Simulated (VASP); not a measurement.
Set up this calculation in VASP 6.6.1, as the native input.

```
Task                   : single point
Functional             : PBE
Potentials or basis    : VASP PAW PBE potentials, release 64 (B, N)
Cutoff                 : 520 eV
k mesh                 : 12 × 12 × 12
Occupations            : fermi-dirac, width 0.02 eV
Spin                   : no spin polarisation
Dipole correction      : no
Further INCAR settings : ALGO = Normal; EDIFF = 1e-06; NBANDS = 11
```

The structure of BN (Qingsongite) lies in POSCAR:

```
BN
1.0
    0.0000000000      1.8392967002      1.8392967002
    1.8392967002      0.0000000000      1.8392967002
    1.8392967002      1.8392967002      0.0000000000
B N
1 1
Direct
    0.0000000000      0.0000000000      0.0000000000
    0.2500000000      0.2500000000      0.2500000000
```

This cell differs from its parent crystal: strain +1.9%.

One way to write it, as run:

INCAR

```
PREC = Accurate
ENCUT = 520
EDIFF = 1E-6
ISMEAR = -1
SIGMA = 0.02
LREAL = False
LASPH = True
NELM = 60
ALGO = Normal
ISIF = 2
LWAVE = False
LCHARG = False
GGA = PE
NBANDS = 11
```

KPOINTS

```
regular mesh
0
Gamma
  12 12 12
```

Potentials or basis: VASP PAW PBE potentials, release 64 (B, N).

Command:

```sh
$ cat potpaw_PBE.64/B/POTCAR potpaw_PBE.64/N/POTCAR > POTCAR
$ mpirun -np 1 vasp_std > vasp.out
```

Results of the run:

| Quantity | Value |
| --- | --- |
| Pressure | -15.0 GPa |
| Band gap on the k mesh | 4.40 eV, indirect (least direct gap 8.57 eV) |

Caveat: the cell differs from its parent crystal (strain +1.9%).

It took 4.7 s on 1 thread of Intel(R) Xeon(R) 6975P-C (Granite Rapids), with other jobs on the host, peak memory 0.11 GiB.
